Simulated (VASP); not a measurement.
# MgO (P6_3/mmc) in VASP: notebook, part 2 of 2

VASP 6.6.1. Earlier steps stand in the parts before.

### Step 3. Single point, PBE

File INCAR:

```
SYSTEM = MgO
PREC = Accurate ; ENCUT = 520
EDIFF = 1E-6 ; ISMEAR = 0
SIGMA = 0.05 ; LREAL = .FALSE.
LASPH = .TRUE. ; NELM = 80
ALGO = Normal ; ISIF = 2
LWAVE = .FALSE. ; LCHARG = .FALSE.
GGA = PE ; NBANDS = 16
```

File KPOINTS:

```
regular mesh
0
G
  9 9 6
  0 0 0
```

File POSCAR:

```
MgO
1.0
    3.4509000000      0.0000000000      0.0000000000
   -1.7254500000      2.9885670659      0.0000000000
    0.0000000000      0.0000000000      4.3666000000
Mg O
2 2
Direct
    0.6666666667      0.3333333333      0.7500000000
    0.3333333333      0.6666666667      0.2500000000
    0.6666666667      0.3333333333      0.2500000000
    0.3333333333      0.6666666667      0.7500000000
```

Potentials or basis: VASP PAW PBE potentials, release 64 (Mg, O).

On the command line:

```sh
$ cat potpaw_PBE.64/Mg/POTCAR potpaw_PBE.64/O/POTCAR > POTCAR
$ mpirun -np 1 vasp_std > vasp.out
```

OUTCAR:

```text
SYSTEM = MgO
   PREC = Accurate
   ENCUT = 520
   EDIFF = 1E-6
   ISMEAR = 0
   LREAL = .FALSE.
   LASPH = .TRUE.
   NELM = 80
   ISIF = 2
   GGA = PE

 ion  position               nearest neighbor table
   1  0.667  0.333  0.750-   4 1.99   4 1.99   4 1.99   3 2.18   3 2.18   2 2.96   2 2.96   2 2.96
                             2 2.96   2 2.96   2 2.96
   2  0.333  0.667  0.250-   3 1.99   3 1.99   3 1.99   4 2.18   4 2.18   1 2.96   1 2.96   1 2.96
                             1 2.96   1 2.96   1 2.96
   3  0.667  0.333  0.250-   2 1.99   2 1.99   2 1.99   1 2.18   1 2.18
   4  0.333  0.667  0.750-   1 1.99   1 1.99   1 1.99   2 2.18   2 2.18

  LATTYP: Found a hexagonal cell.
 ALAT       =     3.4509000000
 C/A-ratio  =     1.2653510678

  Lattice vectors:

 A1 = (   3.4509000000,   0.0000000000,   0.0000000000)
 A2 = (  -1.7254500000,   2.9885670659,   0.0000000000)
 A3 = (   0.0000000000,   0.0000000000,   4.3666000000)

Analysis of symmetry for initial positions (statically):
=====================================================================
 Subroutine PRICEL returns:
 Original cell was already a primitive cell.

 Routine SETGRP: Setting up the symmetry group for a
 hexagonal supercell.

 Subroutine GETGRP returns: Found 24 space group operations
 (whereof 12 operations were pure point group operations)
 out of a pool of 24 trial point group operations.

The static configuration has the point symmetry D_3d.
 The point group associated with its full space group is D_6h.

Analysis of symmetry for dynamics (positions and initial velocities):
=====================================================================
 Subroutine PRICEL returns:
 Original cell was already a primitive cell.

 Routine SETGRP: Setting up the symmetry group for a
 hexagonal supercell.

 Subroutine GETGRP returns: Found 24 space group operations
 (whereof 12 operations were pure point group operations)
 out of a pool of 24 trial point group operations.

The dynamic configuration has the point symmetry D_3d.
 The point group associated with its full space group is D_6h.

 Subroutine INISYM returns: Found 24 space group operations
 (whereof 12 operations are pure point group operations),
 and found     1 'primitive' translations

----------------------------------------------------------------------------------------

                                     Primitive cell

  volume of cell :      45.0338

  direct lattice vectors                    reciprocal lattice vectors
     3.450900000  0.000000000  0.000000000     0.289779478  0.167304260  0.000000000
    -1.725450000  2.988567066  0.000000000     0.000000000  0.334608519  0.000000000
     0.000000000  0.000000000  4.366600000     0.000000000  0.000000000  0.229011130

  length of vectors
     3.450900000  3.450900000  4.366600000     0.334608519  0.334608519  0.229011130

  position of ions in fractional coordinates (direct lattice)
     0.666666667  0.333333333  0.750000000
     0.333333333  0.666666667  0.250000000
     0.666666667  0.333333333  0.250000000
     0.333333333  0.666666667  0.750000000

  ion indices of the primitive-cell ions
   primitive index   ion index
                 1           1
                 2           2
                 3           3
                 4           4

[... 21 lines left out ...]
 Subroutine IBZKPT returns following result:
 ===========================================

 Found     48 irreducible k-points:

 Following reciprocal coordinates:
            Coordinates               Weight
  0.000000  0.000000  0.000000      1.000000
  0.111111  0.000000  0.000000      6.000000
  0.222222  0.000000  0.000000      6.000000
  0.333333  0.000000  0.000000      6.000000
  0.444444  0.000000  0.000000      6.000000
  0.111111  0.111111  0.000000      6.000000
[... 16 lines left out ...]
  0.333333  0.222222  0.166667     24.000000
  0.333333  0.333333  0.166667      4.000000
 [... further k-points ...]
   k-points           NKPTS =     48   k-points in BZ     NKDIM =     48   number of bands    NBANDS=     16
   number of dos      NEDOS =    301   number of ions     NIONS =      4
   total plane-waves  NPLWV =  25088
   dimension x,y,z NGX =    28 NGY =   28 NGZ =   32
   dimension x,y,z NGXF=    56 NGYF=   56 NGZF=   64
   ions per type =               2   2
   NGX,Y,Z   is equivalent  to a cutoff of  13.49, 13.49, 12.18 a.u.
   NGXF,Y,Z  is equivalent  to a cutoff of  26.98, 26.98, 24.37 a.u.
 SYSTEM =  MgO
   PREC   = accura    normal or accurate (medium, high low for compatibility)
   ISTART =      0    job   : 0-new  1-cont  2-samecut
   ICHARG =      2    charge: 1-file 2-atom 10-const
   ISPIN  =      1    spin polarized calculation?
   LNONCOLLINEAR =      F non collinear calculations
   LSORBIT =      F    spin-orbit coupling
   LASPH  =      T    aspherical Exc in radial PAW
   ENCUT  =  520.0 eV  38.22 Ry    6.18 a.u.   6.42  6.42  8.12*2*pi/ulx,y,z
   NELM   =     80;   NELMIN=  2; NELMDL= -5     # of ELM steps
   EDIFF  = 0.1E-05   stopping-criterion for ELM
   LREAL  =      F    real-space projection
   EDIFFG = 0.1E-04   stopping-criterion for IOM
   NSW    =      0    number of steps for IOM
   IBRION =     -1    ionic relax: 0-MD 1-quasi-New 2-CG
   NFREE  =      0    steps in history (QN), initial steepest desc. (CG)
   ISIF   =      2    stress and relaxation
   ISYM   =      2    0-nonsym 1-usesym 2-fastsym
   POTIM  = 0.5000    time-step for ionic-motion
   TEBEG  =    0.0;   TEEND  =   0.0 temperature during run
   PSTRESS=    0.0 pullay stress
   NELECT =      16.0000    total number of electrons
   NUPDOWN=      -1.0000    fix difference up-down
   EMIN   =  10.00;   EMAX   =-10.00  energy-range for DOS
   EFERMI =   0.00;   METHOD = LEGACY
   ISMEAR =     0;   SIGMA  =   0.05  broadening in eV -4-tet -1-fermi 0-gaus
   EFERMI_NEDOS =   21; number of points for ismear=-14 and -15
   IALGO  =     38    algorithm
   IMIX   =      4    mixing-type and parameters
     AMIX     =   0.40;   BMIX     =  1.00
     AMIX_MAG =   1.60;   BMIX_MAG =  1.00
  volume/ion in A,a.u.               =      11.26        75.98
  Fermi-wavevector in a.u.,A,eV,Ry     =   1.159494  2.191126 18.292035  1.344427
  Thomas-Fermi vector in A             =   2.296086
   LORBIT       =      0    0 simple, 1 ext, 2 COOP (PROOUT), +10 PAW based schemes
   GGA     = PE    functional components
   LHFCALC =     F    Hartree Fock is set to
   AEXX    =    0.0000 exact exchange contribution
   IVDW    =     0    specifies the selected vdW correction
   LEPSILON=     F    determine dielectric tensor
   LRPA    =     F    only Hartree local field effects (RPA)
 non-spin polarized calculation
 Gauss-broadening in eV      SIGMA  =   0.05
  energy-cutoff  :      520.00
  volume of cell :       45.03
 maximum number of plane-waves:      1225
 NGX is ok and might be reduce to    28
   NGX = 13   NGY = 13   NGZ = 17

 number of electron      15.9999995 magnetization

 Free energy of the ion-electron system (eV)
  ---------------------------------------------------
  ext. energy  EPLUGINS =         0.00000000
  ---------------------------------------------------
  free energy    TOTEN  =       -23.63774641 eV

  energy without entropy =      -23.63774641  energy(sigma->0) =      -23.63774641

 E-fermi :   2.1527     XC(G=0):  -9.9813

 val. band max:        1.9331299599   @ k =   0.0000   0.0000   0.0000
 cond. band min:       5.1827258693   @ k =   0.0000   0.0000   0.0000
 fundamental gap:      3.2495959095
 Fermi energy:         2.1526832615

 k-point     1 :       0.0000    0.0000    0.0000
  band No.  band energies     occupation
      1     -14.9598      2.00000
      2     -13.7128      2.00000
      3      -1.7843      2.00000
      4       0.2529      2.00000
      5       0.2529      2.00000
      6       1.0285      2.00000
[... 433 lines left out ...]
      3      -1.5157      2.00000
      4      -0.8781      2.00000
      5      -0.8781      2.00000
      6       0.5645      2.00000
[... 8 lines left out ...]
     15      15.4729      0.00000
     16      18.3336      0.00000

 [... further k-points ...]
[... 5 lines left out ...]
  --------------------------------------------------------------------------------------
  -------------------------------------------------------------------------------------
  Total        1.0541906      1.0541906     -1.0714150     -0.0000000      0.0000000      0.0000000
  in kB       37.5051534     37.5051534    -38.1179475     -0.0000000      0.0000000      0.0000000
  external PRESSURE =      12.2974531 kB  Pullay stress =       0.0000000 kB

 VOLUME and BASIS-vectors are now :
 -----------------------------------------------------------------------------
  energy-cutoff  :      520.00
  volume of cell :       45.03
      direct lattice vectors                 reciprocal lattice vectors
     3.450900000  0.000000000  0.000000000     0.289779478  0.167304260  0.000000000
    -1.725450000  2.988567066  0.000000000     0.000000000  0.334608519  0.000000000
     0.000000000  0.000000000  4.366600000     0.000000000  0.000000000  0.229011130

 POSITION                                       TOTAL-FORCE (eV/Angst)
 -----------------------------------------------------------------------------------
      1.72545      0.99619      3.27495        -0.000000      0.000000      0.000000
     -0.00000      1.99238      1.09165         0.000000     -0.000000      0.000000
      1.72545      0.99619      1.09165        -0.000000      0.000000      0.000000
     -0.00000      1.99238      3.27495         0.000000     -0.000000     -0.000000
 -----------------------------------------------------------------------------------
    total drift:                               -0.000000      0.000000     -0.000000

  FREE ENERGIE OF THE ION-ELECTRON SYSTEM (eV)
  ---------------------------------------------------
  free  energy   TOTEN  =       -23.6377464065 eV

  energy  without entropy=      -23.6377464065  energy(sigma->0) =      -23.63774641
```

It took 17 s on 1 thread of Intel Xeon 6975P-C (Granite Rapids), shared host; peak memory 0.17 GiB.

Results:

- Free energy: -23.6377 eV
- Pressure: 1.2 GPa
- Band gap on the k mesh: 3.25 eV, direct

Stress tensor (GPa, compression positive):
```
 3.75  0.00  0.00
 0.00  3.75  0.00
 0.00  0.00 -3.81
```

Levels at points of the mesh, in eV from the valence-band top:
```csv
k point,band 6,band 7,band 8,band 9,band 10,band 11
"(0.00, 0.00, 0.00)",-0.90,-0.90,0.00,3.25,9.08,11.53
"(0.00, 0.00, 0.50)",-1.31,-1.31,-1.31,6.23,6.23,13.06
```

### Step 4. Single point, PBE

This run uses another cell than the first one, of 11.38 Å³/atom, 1.012 times its volume.

File INCAR:

```
ALGO     = Normal         # electronic algorithm
EDIFF    = 1E-6           # SCF threshold, eV
ENCUT    = 520            # plane-wave cutoff, eV
GGA      = PE             # functional
ISIF     = 2              # what is computed and relaxed
ISMEAR   = 0              # smearing method
LASPH    = True           # aspherical terms in the spheres
LCHARG   = True           # write CHGCAR
LELF     = True           # ELF
LREAL    = False          # projectors in reciprocal space
LVHAR    = True         
LWAVE    = False          # write WAVECAR
NBANDS   = 16             # bands
NELM     = 100            # most SCF steps
PREC     = Accurate       # precision mode
SIGMA    = 0.05           # smearing width, eV
```

File KPOINTS:

```
k-points
0
Gamma
  9 9 6
```

File POSCAR:

```
MgO
1.0
    3.4861000000      0.0000000000      0.0000000000
   -1.7430500000      3.0190511601      0.0000000000
    0.0000000000      0.0000000000      4.3242000000
Mg O
2 2
Direct
    0.6666666667      0.3333333333      0.7500000000
    0.3333333333      0.6666666667      0.2500000000
    0.6666666667      0.3333333333      0.2500000000
    0.3333333333      0.6666666667      0.7500000000
```

Potentials or basis: VASP PAW PBE potentials, release 64 (Mg, O).

On the command line:

```sh
$ cat potpaw_PBE.64/Mg/POTCAR potpaw_PBE.64/O/POTCAR > POTCAR
$ mpirun -np 1 vasp_std > vasp.out
```

OUTCAR:

```text
EDIFF = 1E-6
   ENCUT = 520
   GGA = PE
   ISIF = 2
   ISMEAR = 0
   LASPH = True
   LREAL = False
   NELM = 100
   PREC = Accurate

 ion  position               nearest neighbor table
   1  0.667  0.333  0.750-   4 2.01   4 2.01   4 2.01   3 2.16   3 2.16   2 2.95   2 2.95   2 2.95
                             2 2.95   2 2.95   2 2.95
   2  0.333  0.667  0.250-   3 2.01   3 2.01   3 2.01   4 2.16   4 2.16   1 2.95   1 2.95   1 2.95
                             1 2.95   1 2.95   1 2.95
   3  0.667  0.333  0.250-   2 2.01   2 2.01   2 2.01   1 2.16   1 2.16
[... 656 lines left out ...]
 [... further k-points ...]
[... 5 lines left out ...]
  --------------------------------------------------------------------------------------
  -------------------------------------------------------------------------------------
  Total        0.3025218      0.3025218     -0.9737986      0.0000000     -0.0000000      0.0000000
  in kB       10.6500369     10.6500369    -34.2818011      0.0000000     -0.0000000      0.0000000
  external PRESSURE =      -4.3272424 kB  Pullay stress =       0.0000000 kB

 VOLUME and BASIS-vectors are now :
 -----------------------------------------------------------------------------
  energy-cutoff  :      520.00
  volume of cell :       45.51
      direct lattice vectors                 reciprocal lattice vectors
     3.486100000  0.000000000  0.000000000     0.286853504  0.165614948  0.000000000
    -1.743050000  3.019051160  0.000000000     0.000000000  0.331229895  0.000000000
     0.000000000  0.000000000  4.324200000     0.000000000  0.000000000  0.231256649

 POSITION                                       TOTAL-FORCE (eV/Angst)
 -----------------------------------------------------------------------------------
      1.74305      1.00635      3.24315        -0.000000     -0.000000      0.000000
     -0.00000      2.01270      1.08105         0.000000     -0.000000      0.000000
      1.74305      1.00635      1.08105        -0.000000     -0.000000      0.000000
     -0.00000      2.01270      3.24315         0.000000      0.000000      0.000000
 -----------------------------------------------------------------------------------
    total drift:                               -0.000000      0.000000     -0.000000

  FREE ENERGIE OF THE ION-ELECTRON SYSTEM (eV)
  ---------------------------------------------------
  free  energy   TOTEN  =       -23.6618375613 eV

  energy  without entropy=      -23.6618375613  energy(sigma->0) =      -23.66183756
```

OSZICAR:

```text
N       E                     dE             d eps       ncg     rms          rms(c)
DAV:   1     0.597213256988E+02    0.59721E+02   -0.74870E+03  1536   0.888E+02
DAV:   2    -0.237217218280E+02   -0.83443E+02   -0.76003E+02  2128   0.194E+02
DAV:   3    -0.276091104737E+02   -0.38874E+01   -0.38753E+01  1720   0.434E+01
DAV:   4    -0.276254736696E+02   -0.16363E-01   -0.16363E-01  1872   0.323E+00
DAV:   5    -0.276255537872E+02   -0.80118E-04   -0.80117E-04  1712   0.219E-01    0.112E+01
DAV:   6    -0.237263050789E+02    0.38992E+01   -0.10560E+01  1600   0.249E+01    0.365E+00
DAV:   7    -0.236773186838E+02    0.48986E-01   -0.15607E-01  1560   0.321E+00    0.213E+00
DAV:   8    -0.236637045427E+02    0.13614E-01   -0.97212E-02  1568   0.333E+00    0.527E-01
DAV:   9    -0.236609148858E+02    0.27897E-02   -0.62069E-03  1888   0.714E-01    0.117E-01
DAV:  10    -0.236618164492E+02   -0.90156E-03   -0.90732E-04  1536   0.205E-01    0.308E-02
DAV:  11    -0.236618391346E+02   -0.22685E-04   -0.27014E-05  1672   0.364E-02    0.204E-02
DAV:  12    -0.236618377887E+02    0.13459E-05   -0.97430E-06  1552   0.248E-02    0.359E-03
DAV:  13    -0.236618375613E+02    0.22733E-06   -0.75154E-07  1168   0.667E-03
   1 F= -.23661838E+02 E0= -.23661838E+02  d E =-.676137E-21
```

stdout:

```text
POSCAR found type information on POSCAR MgO
 POSCAR found :  2 types and       4 ions
 scaLAPACK will be used
 LDA part: xc-table for (Slater+PW92), standard interpolation
 POSCAR, INCAR and KPOINTS ok, starting setup
 FFT: planning ... GRIDC
 FFT: planning ... GRID_SOFT
 FFT: planning ... GRID
 WAVECAR not read
 entering main loop
```

Run time: 18 s. Hardware: 1 thread of Intel Xeon 6975P-C (Granite Rapids), shared host; peak memory 0.18 GiB.

Results:

* Free energy: -23.6618 eV
* Pressure: -0.4 GPa
* Band gap on the k mesh: 3.22 eV, direct

Levels at points of the mesh, in eV from the valence-band top:
```csv
k point,band 5,band 6,band 7,band 8,band 9,band 10,band 11,band 12
"(0.00, 0.00, 0.00)",-1.67,-0.85,-0.85,0.00,3.22,9.06,11.64,12.50
"(0.00, 0.00, 0.50)",-1.27,-1.27,-1.27,-1.27,6.21,6.21,12.86,12.86
```

### Step 5. The runs side by side

```tsv
cell	gap on the mesh (eV)	pressure (GPa)
a = 3.416, b = 3.416, c = 4.451 Å, angles 90.0, 90.0, 120.0°, 4 atoms	3.23	2.2
a = 3.451, b = 3.451, c = 4.367 Å, angles 90.0, 90.0, 120.0°, 4 atoms	3.25	1.2
a = 3.486, b = 3.486, c = 4.324 Å, angles 90.0, 90.0, 120.0°, 4 atoms	3.22	-0.4
```

Alike in all rows: task single point; level PBE; potentials or basis VASP PAW PBE potentials, release 64 (Mg, O); no spin polarisation; k mesh 9 × 9 × 6; cutoff (eV) 520; smearing gaussian 0.05 eV.

Total energies depend on the potentials used, so only differences within one code and one set of settings carry meaning.
